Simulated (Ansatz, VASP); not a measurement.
# Two plane-wave programs on C

The input POSCAR:

```
C
1.0
    2.0838934217     -1.2032084158      0.0000000000
    2.0838934217      1.2032084158      0.0000000000
   -1.3509174534      0.0000000000      3.4313236862
C
2
Direct
    0.1666444700      0.1666444700      0.9999069600
    0.8333555300      0.8333555300      0.0000930400
```

The input INCAR.step1:

```
SYSTEM = C
ALGO     = Normal         ! electronic algorithm
EDIFF    = 1E-5           ! SCF threshold, eV
ENCUT    = 520            ! plane-wave cutoff, eV
GGA      = PE             ! functional
ISIF     = 2              ! what is computed and relaxed
ISMEAR   = -1             ! smearing method
LASPH    = .TRUE.         ! aspherical terms in the spheres
LREAL    = .FALSE.        ! projectors in reciprocal space
LWAVE    = .TRUE.         ! write WAVECAR
NBANDS   = 11             ! bands
NELM     = 80             ! most SCF steps
PREC     = Accurate       ! precision mode
SIGMA    = 0.05           ! smearing width, eV
```

INCAR.step2

```
SYSTEM = C
ALGO     = Normal         ! electronic algorithm
EDIFF    = 1E-6           ! SCF threshold, eV
ENCUT    = 520            ! plane-wave cutoff, eV
GGA      = PE             ! functional
HFSCREEN = 0.2079         ! screening, 1/A
ISIF     = 2              ! what is computed and relaxed
ISMEAR   = -1             ! smearing method
ISTART   = 1            
LASPH    = .TRUE.         ! aspherical terms in the spheres
LCHARG   = .TRUE.         ! write CHGCAR
LELF     = .TRUE.         ! ELF
LHFCALC  = .TRUE.         ! exact exchange
LREAL    = .FALSE.        ! projectors in reciprocal space
LVHAR    = .TRUE.       
LWAVE    = .FALSE.        ! write WAVECAR
NBANDS   = 11             ! bands
NELM     = 80             ! most SCF steps
PREC     = Accurate       ! precision mode
PRECFOCK = Normal       
SIGMA    = 0.05           ! smearing width, eV
```

KPOINTS

```
k-points
0
G
  8 8 4
  0 0 0
```

Contents of input:

```
crystal:
  lattice:
    - [2.0838934217, -1.2032084158, 0.0]
    - [2.0838934217, 1.2032084158, 0.0]
    - [-1.3509174534, 0.0, 3.4313236862]
  atoms:
    - { symbol: C, position: [0.16664447, 0.16664447, 0.99990696] }
    - { symbol: C, position: [0.83335553, 0.83335553, 9.304e-05] }
hamiltonian:
  xc: hse06
  pseudopotentials: { kind: paw }
kpoints:
  mp_grid: { grid: [8, 8, 4] }
scf:
  occupations: { method: fermi_dirac, width: 0.05 }
output:
  forces: true
  stress: true
  eigenvalues: true
  write_density: true
  write_potential: true
  elf: true
  volumetric_format: npy
```

Alike in both runs: task single point; functional HSE06; k mesh 8 × 8 × 4; occupations fermi-dirac, width 0.05 eV; no spin polarisation.

```csv
,VASP,Ansatz
version,VASP 6.6.1,Ansatz 0.2.0
potentials or method,"VASP PAW PBE potentials, release 64 (C)",Ansatz PAW
plane-wave cutoff (eV),520,420
valence electrons in the cell,8,8
```

|  | VASP | Ansatz | Ansatz less VASP |
| --- | --- | --- | --- |
| gap on the k mesh at the Fermi level (eV) | 2.14 | 2.14 | +0.001 |
| least direct gap on the mesh (eV) | 2.14 | 2.14 | +0.001 |
| pressure (GPa) | 17.8 | 17.1 | -0.66 |
| traceless stress, the component that is largest in VASP (GPa) | -15.74 | -14.99 | +0.758 |
| rms of the force components (eV/Å) | 0.004 | 0.004 | -0.0001 |

Atom by atom the forces differ by 0.000 eV/Å (rms over components).

The k mesh is coarse, so the values compare programs but aren't converged.
